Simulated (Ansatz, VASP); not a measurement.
# Two plane-wave programs on SiC

```
CELL_PARAMETERS angstrom
0.00000 2.17846 2.17846
2.17846 0.00000 2.17846
2.17846 2.17846 0.00000
ATOMIC_POSITIONS crystal
Si 0.00000 0.00000 0.00000
C 0.25000 0.25000 0.25000
```

Alike in both runs: functional PBEsol; k mesh 10 × 10 × 10; occupations gaussian, width 0.02 eV; no spin polarisation.

Ansatz relaxed the structure, and its values are those at the end. VASP's run is a single point on that final structure, the one shown.

```csv
,VASP,Ansatz
version,VASP 6.6.1,Ansatz 0.2.0
potentials or method,"VASP PAW PBE potentials, release 64 (Si, C), cutoff 600 eV","scalar-relativistic, plane waves, PAW"
valence electrons in the cell,8,8
```

```csv
,VASP,Ansatz,Ansatz less VASP
gap on the k mesh at the Fermi level (eV),1.23,1.24,+0.010
least direct gap on the mesh (eV),4.44,4.46,+0.014
pressure (GPa),0.2,0.0,-0.21
```

VASP's potentials were made for PBE, not for PBEsol, and Ansatz warns of the same on its side. The functional is the same, so the differences come from potentials, cutoffs and numerics.
